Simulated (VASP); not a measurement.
Write the native input for VASP 6.6.1 that does the following.

* Task: single point
* Functional: PBE
* Potentials or basis: VASP PAW PBE potentials, release 64 (Sn_d, O)
* Cutoff: 520 eV
* k mesh: 10 × 10 × 8
* Occupations: gaussian, width 0.05 eV
* Spin: no spin polarisation
* Dipole correction: no
* Further INCAR settings: ALGO = Normal; EDIFF = 1e-06; NBANDS = 28

The structure of SnO lies in POSCAR:

```
SnO
1.0
    3.8681707514      0.0000000000      0.0000000000
    0.0000000000      3.8681707514      0.0000000000
    0.0000000000      0.0000000000      5.0672768981
Sn O
2 2
Direct
    0.0000000000      0.5000000000      0.2287361932
    0.5000000000      0.0000000000      0.7712638068
    0.0000000000      0.0000000000      0.0207211885
    0.5000000000      0.5000000000     -0.0207211885
```

This cell differs from its parent crystal: atoms displaced along a vibrational mode.

One way to write it, as run:

INCAR

```
SYSTEM = SnO
PREC = Accurate ; ENCUT = 520
EDIFF = 1E-6 ; ISMEAR = 0
SIGMA = 0.05 ; LREAL = .FALSE.
LASPH = .TRUE. ; NELM = 60
ALGO = Normal ; ISIF = 2
LWAVE = .FALSE. ; LCHARG = .FALSE.
GGA = PE ; NBANDS = 28
```

KPOINTS

```
Automatic mesh
0
G
  10 10 8
  0 0 0
```

Potentials or basis: VASP PAW PBE potentials, release 64 (Sn_d, O).

The run is started by

```console
$ cat potpaw_PBE.64/Sn_d/POTCAR potpaw_PBE.64/O/POTCAR > POTCAR
$ mpirun -np 1 vasp_std > vasp.out
```

It gave:

* Pressure: 0.5 GPa
* Largest force: 0.676 eV/Å
* Band gap on the k mesh: 0.49 eV (least direct gap 1.94 eV)

Caveat: the cell differs from its parent crystal (atoms displaced along a vibrational mode); spin-orbit coupling is left out, which moves the levels of the heavy elements.

It took 5.4 min on 1 thread of Intel(R) Xeon(R) Platinum 8488C (Sapphire Rapids), with other jobs on the host, peak memory 0.41 GiB.
